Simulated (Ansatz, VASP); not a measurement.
B3MoP4 in VASP and in Ansatz

Contents of INCAR:

```
  PREC = Accurate
  ENCUT = 520
  EDIFF = 1E-7
  ISMEAR = 0
  SIGMA = 0.2
  LREAL = False
  LASPH = True
  NELM = 60
  ALGO = Normal
  ISIF = 2
  LWAVE = False
  LCHARG = True
  GGA = PE
  LELF = True
  LVHAR = True
  NBANDS = 32
```

File KPOINTS:

```
Automatic mesh
0
Gamma
  4 4 4
```

The input POSCAR:

```
B3MoP4
1.0
    4.8308872181      0.0000000000      0.0000000000
    0.0000000000      4.8308872181      0.0000000000
    0.0000000000      0.0000000000      4.8308872181
B Mo P
3 1 4
Direct
    0.5000000000      0.0000000000      0.0000000000
    1.0000000000      0.5000000000      1.0000000000
    0.0000000000      0.0000000000      0.5000000000
    0.5000000000      0.5000000000      0.5000000000
    0.2301874029      0.2301874029      0.2301874029
    0.7698125971      0.7698125971      0.2301874029
    0.7698125971      0.2301874029      0.7698125971
    0.2301874029      0.7698125971      0.7698125971
```

Input for Ansatz:

```yaml
crystal:
  lattice:
    - [4.8308872181, 0.0, 0.0]
    - [0.0, 4.8308872181, 0.0]
    - [0.0, 0.0, 4.8308872181]
  atoms:
    - { symbol: B, position: [0.5, 0.0, 0.0] }
    - { symbol: B, position: [1.0, 0.5, 1.0] }
    - { symbol: B, position: [0.0, 0.0, 0.5] }
    - { symbol: Mo, position: [0.5, 0.5, 0.5] }
    - { symbol: P, position: [0.2301874029, 0.2301874029, 0.2301874029] }
    - { symbol: P, position: [0.7698125971, 0.7698125971, 0.2301874029] }
    - { symbol: P, position: [0.7698125971, 0.2301874029, 0.7698125971] }
    - { symbol: P, position: [0.2301874029, 0.7698125971, 0.7698125971] }
basis:
  ecutwfc: 420
kpoints:
  mp_grid: { grid: [4, 4, 4] }
hamiltonian:
  xc: pbe
scf:
  occupations: { method: gaussian, width: 0.2 }
  lower_state_search: "off"
output:
  forces: true
  stress: true
  eigenvalues: true
```

Alike in both runs: task single point; functional PBE; k mesh 4 × 4 × 4; occupations gaussian, width 0.2 eV; no spin polarisation.

```csv
,VASP,Ansatz
version,VASP 6.6.1,Ansatz 0.2.0
potentials or method,"VASP PAW PBE potentials, release 64 (B, Mo_sv, P), cutoff 520 eV","scalar-relativistic, plane waves, PAW"
valence electrons in the cell,43,43
```

VASP gave:

```
gap on the k mesh at the Fermi level (eV) : none
pressure (GPa)                            : -0.1
rms of the force components (eV/Å)        : 0.005
```

What did Ansatz give for the same quantities?

gap on the k mesh at the Fermi level (eV): none; pressure (GPa): 0.0; rms of the force components (eV/Å): 0.003.

Atom by atom the forces differ by 0.002 eV/Å (rms over components). A gap of «none» marks a metal or a gap that the smearing closes. The functional is the same, so the differences come from potentials, cutoffs and numerics.
